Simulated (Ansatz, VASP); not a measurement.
**SiC3 in VASP and in Ansatz**

```
C Si
1.0
     1.41543    0.81720    4.42770
    -1.41543    0.81720    4.42770
     0.00000   -1.63440    4.42770
C Si
3 1
Direct
  0.00837 0.00837 0.00837
  0.49031 0.49031 0.49031
  0.37813 0.37813 0.37813
  0.87320 0.87320 0.87320
```

Change from the starting cell: uniaxial_z strain -5.2%.

Alike in both runs: task single point; functional r2SCAN; k mesh 10 × 10 × 10; no spin polarisation.

```csv
,VASP,Ansatz
version,VASP 6.6.1,Ansatz 0.2.0
potentials or method,"VASP PAW PBE potentials, release 64 (C_h, Si)","plane waves, PAW"
plane-wave cutoff (eV),1430,500
occupations,"gaussian, width 0.01 eV",fixed
valence electrons in the cell,16,16
```

|  | VASP | Ansatz | Ansatz less VASP |
| --- | --- | --- | --- |
| gap on the k mesh at the Fermi level (eV) | 2.18 | 2.17 | -0.014 |
| pressure (GPa) | 18.9 | 19.5 | +0.61 |
| traceless stress, the component that is largest in VASP (GPa) | 28.37 | 28.57 | +0.199 |
| rms of the force components (eV/Å) | 0.014 | 0.000 | -0.0138 |

VASP's potentials were made for PBE, not for r2SCAN. Atom by atom the forces differ by 0.014 eV/Å (rms over components).
